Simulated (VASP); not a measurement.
# SiS2 (Ibam) in VASP: electric field gradients with r2SCAN

Aim: the electric field gradients of SiS2 with r2SCAN.

All numbers are computed with VASP 6.6.1; they aren't measurements. Logs are shortened: lines on timing, memory, paths and dates and some standing lists are left out, and cuts for length are marked.

## 1. The cell of the first run

It takes space group Ibam (No. 72, orthorhombic). Conventional cell: a = 5.749 Å, b = 9.821 Å, c = 5.549 Å, α = 90.00°, β = 90.00°, γ = 90.00°. Si (site symmetry 222) has 4 S at 2.14 Å and 2 Si at 2.77 Å within 2.8 Å. S (site symmetry m) has 2 Si at 2.14 Å within 2.8 Å.

## 2. Electric field gradients, r2SCAN

Contents of POSCAR:

```
SiS2
1.0
   -2.8746902717      4.9104522643      2.7743526901
    2.8746902717     -4.9104522643      2.7743526901
    2.8746902717      4.9104522643     -2.7743526901
Si S
2 4
Direct
    0.7500000000      0.7500000000      0.0000000000
    0.2500000000      0.2500000000      0.0000000000
    0.8837706008      0.7964250626      0.6801956635
    0.1162293992      0.2035749374      0.3198043365
    0.6162293992      0.2964250626      0.9126544618
    0.3837706008      0.7035749374      0.0873455382
```

Contents of INCAR.step1:

```
PREC     = Accurate       # precision mode
ENCUT    = 440            # plane-wave cutoff, eV
ISMEAR   = -1             # smearing method
SIGMA    = 0.01           # smearing width, eV
LREAL    = False          # projectors in reciprocal space
LASPH    = True           # aspherical terms in the spheres
NELM     = 120            # most SCF steps
NBANDS   = 25             # bands
GGA      = PE             # functional
ALGO     = Normal         # electronic algorithm
EDIFF    = 1E-5           # SCF threshold, eV
LWAVE    = True           # write WAVECAR
LCHARG   = False          # write CHGCAR
GGA_COMPAT= False
```

Contents of INCAR.step2:

```
PREC     = Accurate       # precision mode
ENCUT    = 440            # plane-wave cutoff, eV
EDIFF    = 1E-8           # SCF threshold, eV
ISMEAR   = -1             # smearing method
SIGMA    = 0.01           # smearing width, eV
LREAL    = False          # projectors in reciprocal space
LASPH    = True           # aspherical terms in the spheres
NELM     = 120            # most SCF steps
ALGO     = Normal         # electronic algorithm
ISIF     = 2              # what is computed and relaxed
LWAVE    = False          # write WAVECAR
LCHARG   = False          # write CHGCAR
METAGGA  = R2SCAN         # meta-GGA
LMIXTAU  = True         
LEFG     = True         
NBANDS   = 25             # bands
ISTART   = 1            
GGA_COMPAT= False
```

Contents of KPOINTS:

```
regular mesh
0
Gamma
  8 8 8
```

Potentials or basis: VASP PAW PBE potentials, release 64 (Si, S).

The run is started by

```console
> cat potpaw_PBE.64/Si/POTCAR potpaw_PBE.64/S/POTCAR > POTCAR
> cp INCAR.step1 INCAR
> mpirun -np 1 vasp_std > vasp.out
> cp INCAR.step2 INCAR
> mpirun -np 1 vasp_std > vasp.out
```

OUTCAR:

```text
PREC = Accurate
   ENCUT = 440
   EDIFF = 1E-8
   ISMEAR = -1
   LREAL = False
   LASPH = True
   NELM = 120
   ISIF = 2
   METAGGA = R2SCAN
   ISTART = 1

 ion  position               nearest neighbor table
   1  0.750  0.750  0.000-   3 2.14   4 2.14   5 2.14   6 2.14   2 2.77   2 2.77
   2  0.250  0.250  0.000-   4 2.14   3 2.14   5 2.14   6 2.14   1 2.77   1 2.77
   3  0.884  0.796  0.680-   1 2.14   2 2.14
   4  0.116  0.204  0.320-   2 2.14   1 2.14
   5  0.616  0.296  0.913-   1 2.14   2 2.14
   6  0.384  0.704  0.087-   1 2.14   2 2.14

  LATTYP: Found a body centered orthorhombic cell.
 ALAT       =     5.5487053802
 B/A-ratio  =     1.0361661233
 C/A-ratio  =     1.7699452135

  Lattice vectors:

 A1 = (   2.8746902717,   4.9104522643,  -2.7743526901)
 A2 = (  -2.8746902717,   4.9104522643,   2.7743526901)
 A3 = (   2.8746902717,  -4.9104522643,   2.7743526901)

Analysis of symmetry for initial positions (statically):
=====================================================================
 Subroutine PRICEL returns:
 Original cell was already a primitive cell.

 Routine SETGRP: Setting up the symmetry group for a
 body centered orthorhombic supercell.

 Subroutine GETGRP returns: Found  8 space group operations
 (whereof  4 operations were pure point group operations)
 out of a pool of  8 trial point group operations.

The static configuration has the point symmetry C_2h.
 The point group associated with its full space group is D_2h.

Analysis of symmetry for dynamics (positions and initial velocities):
=====================================================================
 Subroutine PRICEL returns:
 Original cell was already a primitive cell.

 Routine SETGRP: Setting up the symmetry group for a
 body centered orthorhombic supercell.

 Subroutine GETGRP returns: Found  8 space group operations
 (whereof  4 operations were pure point group operations)
 out of a pool of  8 trial point group operations.

The dynamic configuration has the point symmetry C_2h.
 The point group associated with its full space group is D_2h.

 Subroutine INISYM returns: Found  8 space group operations
 (whereof  4 operations are pure point group operations),
 and found     1 'primitive' translations

----------------------------------------------------------------------------------------

                                     Primitive cell

  volume of cell :     156.6514

  direct lattice vectors                    reciprocal lattice vectors
    -2.874690272  4.910452264  2.774352690     0.000000000  0.101823615  0.180222220
     2.874690272 -4.910452264  2.774352690     0.173931781  0.000000000  0.180222220
     2.874690272  4.910452264 -2.774352690     0.173931781  0.101823615  0.000000000

  length of vectors
     6.330356897  6.330356897  6.330356897     0.206997819  0.250464195  0.201544817

  position of ions in fractional coordinates (direct lattice)
     0.750000000  0.750000000  0.000000000
     0.250000000  0.250000000  0.000000000
     0.883770601  0.796425063  0.680195664
     0.116229399  0.203574937  0.319804336
     0.616229399  0.296425063  0.912654462
     0.383770601  0.703574937  0.087345538

  ion indices of the primitive-cell ions
   primitive index   ion index
                 1           1
                 2           2
                 3           3
                 4           4
                 5           5
                 6           6

----------------------------------------------------------------------------------------

 KPOINTS: regular mesh

Automatic generation of k-mesh.
 Grid dimensions read from file:
 generate k-points for:    8    8    8

 Generating k-lattice:

  Cartesian coordinates                     Fractional coordinates (reciprocal lattice)
     0.000000000  0.012727952  0.022527777     0.125000000  0.000000000  0.000000000
     0.021741473  0.000000000  0.022527777    -0.000000000  0.125000000  0.000000000
     0.021741473  0.012727952  0.000000000    -0.000000000  0.000000000  0.125000000

  Length of vectors
     0.025874727  0.031308024  0.025193102

  Shift w.r.t. Gamma in fractional coordinates (k-lattice)
     0.000000000  0.000000000  0.000000000

 Subroutine IBZKPT returns following result:
 ===========================================

 Found     95 irreducible k-points:

 Following reciprocal coordinates:
            Coordinates               Weight
  0.000000  0.000000  0.000000      1.000000
  0.125000 -0.000000  0.000000      4.000000
  0.250000 -0.000000  0.000000      4.000000
  0.375000  0.000000  0.000000      4.000000
  0.500000 -0.000000  0.000000      2.000000
 -0.000000  0.125000  0.000000      4.000000
[... 16 lines left out ...]
  0.125000  0.375000  0.000000      8.000000
  0.250000  0.375000  0.000000      8.000000
 [... further k-points ...]
   k-points           NKPTS =     95   k-points in BZ     NKDIM =     95   number of bands    NBANDS=     25
   number of dos      NEDOS =    301   number of ions     NIONS =      6
   total plane-waves  NPLWV = 110592
   dimension x,y,z NGX =    48 NGY =   48 NGZ =   48
   dimension x,y,z NGXF=    96 NGYF=   96 NGZF=   96
   ions per type =               2   4
   NGX,Y,Z   is equivalent  to a cutoff of  12.61, 12.61, 12.61 a.u.
   NGXF,Y,Z  is equivalent  to a cutoff of  25.21, 25.21, 25.21 a.u.
 SYSTEM =  unknown system
   PREC   = accura    normal or accurate (medium, high low for compatibility)
   ISTART =      1    job   : 0-new  1-cont  2-samecut
   ICHARG =      0    charge: 1-file 2-atom 10-const
   ISPIN  =      1    spin polarized calculation?
   LNONCOLLINEAR =      F non collinear calculations
   LSORBIT =      F    spin-orbit coupling
   LASPH  =      T    aspherical Exc in radial PAW
   ENCUT  =  440.0 eV  32.34 Ry    5.69 a.u.  10.83 10.83 10.83*2*pi/ulx,y,z
   NELM   =    120;   NELMIN=  2; NELMDL=  0     # of ELM steps
   EDIFF  = 0.1E-07   stopping-criterion for ELM
   LREAL  =      F    real-space projection
   EDIFFG = 0.1E-06   stopping-criterion for IOM
   NSW    =      0    number of steps for IOM
   IBRION =     -1    ionic relax: 0-MD 1-quasi-New 2-CG
   NFREE  =      0    steps in history (QN), initial steepest desc. (CG)
   ISIF   =      2    stress and relaxation
   ISYM   =      2    0-nonsym 1-usesym 2-fastsym
   POTIM  = 0.5000    time-step for ionic-motion
   TEBEG  =    0.0;   TEEND  =   0.0 temperature during run
   PSTRESS=    0.0 pullay stress
   NELECT =      32.0000    total number of electrons
   NUPDOWN=      -1.0000    fix difference up-down
   EMIN   =  10.00;   EMAX   =-10.00  energy-range for DOS
   EFERMI =   0.00;   METHOD = LEGACY
   ISMEAR =    -1;   SIGMA  =   0.01  broadening in eV -4-tet -1-fermi 0-gaus
   EFERMI_NEDOS =   21; number of points for ismear=-14 and -15
   IALGO  =     38    algorithm
   IMIX   =      4    mixing-type and parameters
     AMIX     =   0.40;   BMIX     =  1.00
     AMIX_MAG =   1.60;   BMIX_MAG =  1.00
  volume/ion in A,a.u.               =      26.11       176.19
  Fermi-wavevector in a.u.,A,eV,Ry     =   0.964155  1.821988 12.647900  0.929594
  Thomas-Fermi vector in A             =   2.093762
   LORBIT       =      0    0 simple, 1 ext, 2 COOP (PROOUT), +10 PAW based schemes
   METAGGA = R2SCAN    functional components
   LHFCALC =     F    Hartree Fock is set to
   AEXX    =    0.0000 exact exchange contribution
   IVDW    =     0    specifies the selected vdW correction
   LEPSILON=     F    determine dielectric tensor
   LRPA    =     F    only Hartree local field effects (RPA)
 non-spin polarized calculation
  energy-cutoff  :      440.00
  volume of cell :      156.65
 maximum number of plane-waves:      3305
 NGX is ok and might be reduce to    48
   NGX = 21   NGY = 21   NGZ = 21

 number of electron      31.9999998 magnetization

 Free energy of the ion-electron system (eV)
  ---------------------------------------------------
  ext. energy  EPLUGINS =         0.00000000
  ---------------------------------------------------
  free energy    TOTEN  =       -54.16532960 eV

  energy without entropy =      -54.16532960  energy(sigma->0) =      -54.16532960

 E-fermi :   1.6280     XC(G=0):  -8.3960

 val. band max:        1.3673213249   @ k =  -0.2500   0.2500   0.2500
 cond. band min:       4.6115849752   @ k =  -0.3750  -0.3750   0.3750
 fundamental gap:      3.2442636502
 Fermi energy:         1.6280231534

 k-point     1 :       0.0000    0.0000    0.0000
  band No.  band energies     occupation
      1     -13.7704      2.00000
      2     -11.6392      2.00000
      3     -11.0701      2.00000
      4     -10.9501      2.00000
      5      -6.3077      2.00000
      6      -4.6833      2.00000
[... 17 lines left out ...]
     24       8.7990      0.00000
     25       9.1616      0.00000
[... 621 lines left out ...]
      3     -11.1429      2.00000
      4     -11.1002      2.00000
      5      -5.2991      2.00000
      6      -4.6132      2.00000
[... 17 lines left out ...]
     24       8.3207      0.00000
     25       9.8110      0.00000

 [... further k-points ...]

------------------------ aborting loop because EDIFF is reached ----------------------------------------

  FORCE on cell =-STRESS in cart. coord.  units (eV):
  Direction    XX          YY          ZZ          XY          YZ          ZX
  --------------------------------------------------------------------------------------
  -------------------------------------------------------------------------------------
  Total       -1.0435084     -0.9581719     -1.0318315      0.0000000      0.0000000      0.0000000
  in kB      -10.6726509     -9.7998580    -10.5532239      0.0000000      0.0000000      0.0000000
  external PRESSURE =     -10.3419109 kB  Pullay stress =       0.0000000 kB

 VOLUME and BASIS-vectors are now :
 -----------------------------------------------------------------------------
  energy-cutoff  :      440.00
  volume of cell :      156.65
      direct lattice vectors                 reciprocal lattice vectors
    -2.874690272  4.910452264  2.774352690     0.000000000  0.101823615  0.180222220
     2.874690272 -4.910452264  2.774352690     0.173931781  0.000000000  0.180222220
     2.874690272  4.910452264 -2.774352690     0.173931781  0.101823615  0.000000000

 POSITION                                       TOTAL-FORCE (eV/Angst)
 -----------------------------------------------------------------------------------
      0.00000      0.00000      4.16153        -0.000000     -0.000000     -0.000000
      0.00000      0.00000      1.38718        -0.000000     -0.000000     -0.000000
      1.70426      3.76897      2.77435         0.240678      0.228942      0.000000
      1.17043      1.14148      0.00000        -0.240678     -0.228942     -0.000000
      1.70426      6.05193      0.00000         0.240678     -0.228942     -0.000000
      1.17043     -1.14148      2.77435        -0.240678      0.228942      0.000000
 -----------------------------------------------------------------------------------
    total drift:                               -0.000000     -0.000000      0.000000

  FREE ENERGIE OF THE ION-ELECTRON SYSTEM (eV)
  ---------------------------------------------------
  free  energy   TOTEN  =       -54.1653296024 eV

  energy  without entropy=      -54.1653296024  energy(sigma->0) =      -54.16532960

 Electric field gradients (V/A^2)
---------------------------------------------------------------------
 ion       V_xx      V_yy      V_zz      V_xy      V_xz      V_yz
---------------------------------------------------------------------
   1       1.981     3.886    -5.867     0.000    -0.000     0.000
   2       1.981     3.886    -5.867     0.000    -0.000     0.000
   3     -48.071   -53.047   101.118    75.608     0.000     0.000
   4     -48.071   -53.047   101.118    75.608     0.000     0.000
   5     -48.071   -53.047   101.118   -75.608     0.000     0.000
   6     -48.071   -53.047   101.118   -75.608     0.000     0.000
---------------------------------------------------------------------

 Electric field gradients after diagonalization (V/A^2)
 (convention: |V_zz| > |V_xx| > |V_yy|)
----------------------------------------------------------------------
 ion       V_xx      V_yy      V_zz     asymmetry (V_yy - V_xx)/ V_zz
----------------------------------------------------------------------
   1       3.886     1.981    -5.867       0.325
   2       3.886     1.981    -5.867       0.325
   3     101.118    25.090  -126.208       0.602
   4     101.118    25.090  -126.208       0.602
   5     101.118    25.090  -126.208       0.602
   6     101.118    25.090  -126.208       0.602
----------------------------------------------------------------------

           NMR quadrupolar parameters

 Cq : quadrupolar parameter    Cq=e*Q*V_zz/h
 eta: asymmetry parameters     (V_yy - V_xx)/ V_zz
 Q  : nuclear electric quadrupole moment in mb (millibarn)
----------------------------------------------------------------------
 ion       Cq(MHz)       eta       Q (mb)
----------------------------------------------------------------------
   1      -0.014       0.325       1.000
   2      -0.014       0.325       1.000
   3      -0.305       0.602       1.000
   4      -0.305       0.602       1.000
   5      -0.305       0.602       1.000
   6      -0.305       0.602       1.000
----------------------------------------------------------------------
```

Wall time 24 min (1 thread of Intel Xeon Platinum 8488C (Sapphire Rapids), shared host); peak memory 0.48 GiB.

What came out:

```yaml
Free_energy: -54.1653 eV
Pressure: -1.0 GPa
Largest_force: 0.332 eV/Å
Band_gap_on_the_k_mesh: 3.24 eV, indirect (least direct gap 3.50 eV)
```

Forces on the atoms (eV/Å):
```
Si   0.000  0.000  0.000
Si   0.000  0.000  0.000
S    0.241  0.229  0.000
S   -0.241 -0.229  0.000
S    0.241 -0.229  0.000
S   -0.241  0.229  0.000
```

Stress tensor (GPa, compression positive):
```
-1.07  0.00  0.00
 0.00 -0.98  0.00
 0.00  0.00 -1.06
```

Levels at points of the mesh, in eV from the valence-band top:
```csv
k point,band 13,band 14,band 15,band 16,band 17,band 18,band 19,band 20
"(0.00, 0.00, 0.00)",-1.64,-0.88,-0.79,-0.42,4.04,4.44,4.54,5.91
"(0.50, 0.00, 0.00)",-1.19,-1.19,-0.71,-0.71,3.85,3.85,5.49,5.49
"(0.00, 0.50, 0.00)",-0.92,-0.92,-0.68,-0.68,3.78,3.78,5.20,5.20
"(0.50, 0.50, 0.00)",-1.88,-1.37,-1.07,-0.02,4.39,5.09,5.32,5.36
"(0.50, 0.50, 0.50)",-1.98,-1.93,-1.41,-0.18,3.32,4.44,4.74,5.44
```

Electric field gradients, principal values (V/Å²):
| atom | least | middle | greatest (by size) |
| --- | --- | --- | --- |
| 1 Si | 1.981 | 3.886 | -5.867 |
| 2 Si | 1.981 | 3.886 | -5.867 |
| 3 S | 25.090 | 101.118 | -126.208 |
| 4 S | 25.090 | 101.118 | -126.208 |
| 5 S | 25.090 | 101.118 | -126.208 |
| 6 S | 25.090 | 101.118 | -126.208 |

Caveat: without QUAD_EFG the Cq values of the log hold for a quadrupole moment of 1 mb, not for the nuclei; the PAW data sets were made with another functional, which shifts forces and pressure a little. A k mesh can miss the band edges.
